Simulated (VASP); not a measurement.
The system is Ir.

```
Ir
1.0
     0.00000    1.91560    1.91560
     1.91560    0.00000    1.91560
     1.91560    1.91560    0.00000
Ir
1
Direct
  0.00000 0.00000 0.00000
```

Base run:

```yaml
Program: VASP 6.6.1
Functional: PBE
Potentials_or_basis: VASP PAW PBE potentials, release 64 (Ir)
Cutoff: 520 eV
k_mesh: 10 × 10 × 10
Occupations: fermi-dirac, width 0.15 eV
Spin: no spin polarisation
```

Its results: pressure 12.8 GPa.

Task: After a change of settings the same cell gave: pressure 17.6 GPa. Which change was it?
A. k mesh from 10 × 10 × 10 to 12 × 12 × 12
B. k mesh from 10 × 10 × 10 to 5 × 5 × 5
C. k mesh from 10 × 10 × 10 to 8 × 8 × 8; further incar settings from ALGO = Normal; EDIFF = 1e-06; NBANDS = 10 to ALGO = Normal; EDIFF = 1e-07; NBANDS = 10
D. k mesh from 10 × 10 × 10 to 6 × 6 × 6; further incar settings from ALGO = Normal; EDIFF = 1e-06; NBANDS = 10 to ALGO = Normal; EDIFF = 1e-07; NBANDS = 10

Result: B.

Caveats: some runs use coarse meshes.
